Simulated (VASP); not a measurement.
# K in VASP: further runs, part 2 of 2

VASP 6.6.1.

**3. Single point, PBE**

INCAR reads:

```
  PREC = Accurate
  ENCUT = 520
  EDIFF = 1E-6
  ISMEAR = 0
  SIGMA = 0.1
  LREAL = False
  LASPH = True
  NELM = 100
  ALGO = Normal
  ISIF = 2
  LWAVE = False
  LCHARG = True
  LDIPOL = True
  IDIPOL = 3
  DIPOL = 0.5 0.5 0.500
  GGA = PE
  LELF = True
  LVHAR = True
  LVACPOTAV = True
  NBANDS = 50
```

KPOINTS reads:

```
regular mesh
0
Gamma
  5 5 1
```

POSCAR reads:

```
K
1.0
    4.7684341314      0.0000000000      0.0000000000
   -2.3842170657      4.1295850941      0.0000000000
    0.0000000000      0.0000000000     46.3984024600
K
9
Direct
    0.6666666700      0.3333333400      0.1616434964
    0.0000000000      0.0000000000      0.2462326223
    0.3333333300      0.6666666600      0.3308217482
    0.0000000000      0.0000000000      0.4154108741
    0.6666666700      0.3333333400      0.5000000000
    0.0000000000      0.0000000000      0.5845891259
    0.3333333300      0.6666666600      0.6691782518
    0.0000000000      0.0000000000      0.7537673777
    0.6666666700      0.3333333400      0.8383565036
```

Potentials or basis: VASP PAW PBE potentials, release 64 (K_sv).

Run with:

```
$ cat potpaw_PBE.64/K_sv/POTCAR > POTCAR
$ mpirun -np 1 vasp_std > vasp.out
```

OUTCAR:

```text
PREC = Accurate
   ENCUT = 520
   EDIFF = 1E-6
   ISMEAR = 0
   LREAL = False
   LASPH = True
   NELM = 100
   ISIF = 2
   GGA = PE

 ion  position               nearest neighbor table
   1  0.667  0.333  0.162-
   2  0.000  0.000  0.246-
   3  0.333  0.667  0.331-
   4  0.000  0.000  0.415-
   5  0.667  0.333  0.500-
   6  0.000  0.000  0.585-
   7  0.333  0.667  0.669-
   8  0.000  0.000  0.754-
   9  0.667  0.333  0.838-

  LATTYP: Found a hexagonal cell.
 ALAT       =     4.7684341314
 C/A-ratio  =     9.7303226136

  Lattice vectors:

 A1 = (   4.7684341314,   0.0000000000,   0.0000000000)
 A2 = (  -2.3842170657,   4.1295850941,   0.0000000000)
 A3 = (   0.0000000000,   0.0000000000,  46.3984024600)

Analysis of symmetry for initial positions (statically):
=====================================================================
 Subroutine PRICEL returns:
 Original cell was already a primitive cell.

 Routine SETGRP: Setting up the symmetry group for a
 hexagonal supercell.

 Subroutine GETGRP returns: Found 12 space group operations
 (whereof 12 operations were pure point group operations)
 out of a pool of 24 trial point group operations.

The static configuration has the point symmetry D_3h.

Analysis of symmetry for dynamics (positions and initial velocities):
=====================================================================
 Subroutine PRICEL returns:
 Original cell was already a primitive cell.

 Routine SETGRP: Setting up the symmetry group for a
 hexagonal supercell.

 Subroutine GETGRP returns: Found 12 space group operations
 (whereof 12 operations were pure point group operations)
 out of a pool of 24 trial point group operations.

The dynamic configuration has the point symmetry D_3h.

 Subroutine INISYM returns: Found 12 space group operations
 (whereof 12 operations are pure point group operations),
 and found     1 'primitive' translations

[... 118 lines left out ...]
   LRPA    =     F    only Hartree local field effects (RPA)
 non-spin polarized calculation
 Gauss-broadening in eV      SIGMA  =   0.10
  energy-cutoff  :      520.00
  volume of cell :      913.66
 maximum number of plane-waves:     24634
 NGX is ok and might be reduce to    36
   NGX = 17   NGY = 17   NGZ =173

 dipolmoment           0.000000      0.000000      0.000000 electrons x Angstroem

 number of electron      81.0000013 magnetization

 dipolmoment           0.000000      0.000000     -0.000000 electrons x Angstroem

 Free energy of the ion-electron system (eV)
  ---------------------------------------------------
  ext. energy  EPLUGINS =         0.00000000
  ---------------------------------------------------
  free energy    TOTEN  =        -9.28894727 eV

  energy without entropy =       -9.24870978  energy(sigma->0) =       -9.26882853

 E-fermi :  -0.7229     XC(G=0):  -4.4851

 val. band max:       -0.7330562969   @ k =   0.2000   0.2000   0.0000
 cond. band min:      -0.7114217087   @ k =   0.0000   0.0000   0.0000
 fundamental gap:      0.0216345881
 Fermi energy:        -0.7229023387

 k-point     1 :       0.0000    0.0000    0.0000
  band No.  band energies     occupation
      1     -33.0057      2.00000
      2     -33.0057      2.00000
      3     -32.8901      2.00000
      4     -32.8893      2.00000
      5     -32.8893      2.00000
      6     -32.8703      2.00000
[... 254 lines left out ...]
     49       0.6699      0.00000
     50       0.8136      0.00000

------------------------ aborting loop because EDIFF is reached ----------------------------------------

  FORCE on cell =-STRESS in cart. coord.  units (eV):
  Direction    XX          YY          ZZ          XY          YZ          ZX
  --------------------------------------------------------------------------------------
  -------------------------------------------------------------------------------------
  Total       -0.7994501     -0.7994501     -0.7927258     -0.0000000     -0.0000000     -0.0000000
  in kB       -1.4018990     -1.4018990     -1.3901073     -0.0000000     -0.0000000     -0.0000000
  external PRESSURE =      -1.3979685 kB  Pullay stress =       0.0000000 kB

 VOLUME and BASIS-vectors are now :
 -----------------------------------------------------------------------------
  energy-cutoff  :      520.00
  volume of cell :      913.66
      direct lattice vectors                 reciprocal lattice vectors
     4.768434131  0.000000000  0.000000000     0.209712449  0.121077539  0.000000000
    -2.384217066  4.129585094  0.000000000     0.000000000  0.242155078  0.000000000
     0.000000000  0.000000000 46.398402460     0.000000000  0.000000000  0.021552466

 POSITION                                       TOTAL-FORCE (eV/Angst)
 -----------------------------------------------------------------------------------
      2.38422      1.37653      7.50000        -0.000000      0.000000      0.043018
      0.00000      0.00000     11.42480        -0.000000     -0.000000     -0.031949
      0.00000      2.75306     15.34960         0.000000     -0.000000      0.009992
      0.00000      0.00000     19.27440        -0.000000     -0.000000     -0.002770
      2.38422      1.37653     23.19920         0.000000     -0.000000      0.000000
      0.00000      0.00000     27.12400        -0.000000     -0.000000      0.002770
      0.00000      2.75306     31.04880         0.000000      0.000000     -0.009992
      0.00000      0.00000     34.97360        -0.000000     -0.000000      0.031949
      2.38422      1.37653     38.89840        -0.000000      0.000000     -0.043018
 -----------------------------------------------------------------------------------
    total drift:                                0.000000     -0.000022     -0.000000

  FREE ENERGIE OF THE ION-ELECTRON SYSTEM (eV)
  ---------------------------------------------------
  free  energy   TOTEN  =        -9.2889472746 eV

  energy  without entropy=       -9.2487097771  energy(sigma->0) =       -9.26882853

 vacuum level on the upper side and lower side of the slab         1.674         1.674
```

stdout:

```text
POSCAR found type information on POSCAR K
 POSCAR found :  1 types and       9 ions
 scaLAPACK will be used
 LDA part: xc-table for (Slater+PW92), standard interpolation
 POSCAR, INCAR and KPOINTS ok, starting setup
 FFT: planning ... GRIDC
 FFT: planning ... GRID_SOFT
 FFT: planning ... GRID
 WAVECAR not read
 entering main loop
 -----------------------------------------------------------------------------
|                                                                             |
|           W    W    AA    RRRRR   N    N  II  N    N   GGGG   !!!           |
|           W    W   A  A   R    R  NN   N  II  NN   N  G    G  !!!           |
|           W    W  A    A  R    R  N N  N  II  N N  N  G       !!!           |
|           W WW W  AAAAAA  RRRRR   N  N N  II  N  N N  G  GGG   !            |
|           WW  WW  A    A  R   R   N   NN  II  N   NN  G    G                |
|           W    W  A    A  R    R  N    N  II  N    N   GGGG   !!!           |
|                                                                             |
|     Did not find any points to average over, which means that no vacuum     |
|     field-free region was found. Please increase the size of  your cell     |
|     in the dimension of the dipole correction to obtain accurate            |
|     workfunction values.                                                    |
|                                                                             |
 -----------------------------------------------------------------------------
```

Wall time 13 min (1 thread of Intel Xeon Platinum 8259CL at 2.50GHz (Skylake/Cascade Lake), shared host); peak memory 0.88 GiB.

Results:

* Free energy: -9.2889 eV
* Largest force: 0.043 eV/Å
* Band gap on the k mesh: zero (an odd number of electrons rules out a gap without spin polarisation)

Forces on the atoms (eV/Å):
```
K    0.000  0.000  0.043
K    0.000  0.000 -0.032
K    0.000  0.000  0.010
K    0.000  0.000 -0.003
K    0.000  0.000  0.000
K    0.000  0.000  0.003
K    0.000  0.000 -0.010
K    0.000  0.000  0.032
K    0.000  0.000 -0.043
```

The gap in the log of VASP goes by the Fermi energy; the results here count the filled bands.